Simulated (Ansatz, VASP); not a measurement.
## One calculation of ZnMo3, two programs

```
Mo Zn
1.0
     4.02049    0.00000    0.00000
     0.00000    4.02049    0.00000
     0.00000    0.00000    4.02049
Mo Zn
3 1
Direct
  0.50000 0.50000 0.00000
  0.50000 0.00000 0.50000
  0.00000 0.50000 0.50000
  0.00000 0.00000 0.00000
```

Alike in both runs: task single point; functional PBE; k mesh 7 × 7 × 7; occupations fermi-dirac, width 0.05 eV; no spin polarisation.

```csv
,VASP,Ansatz
version,VASP 6.6.1,Ansatz 0.2.0
potentials or method,"VASP PAW PBE potentials, release 64 (Mo_sv, Zn)",Ansatz PAW
plane-wave cutoff (eV),520,420
valence electrons in the cell,54,54
```

|  | VASP | Ansatz | Ansatz less VASP |
| --- | --- | --- | --- |
| gap on the k mesh at the Fermi level (eV) | none | none | - |
| pressure (GPa) | -11.6 | -12.0 | -0.46 |

A gap of «none» marks a metal or a gap that the smearing closes.
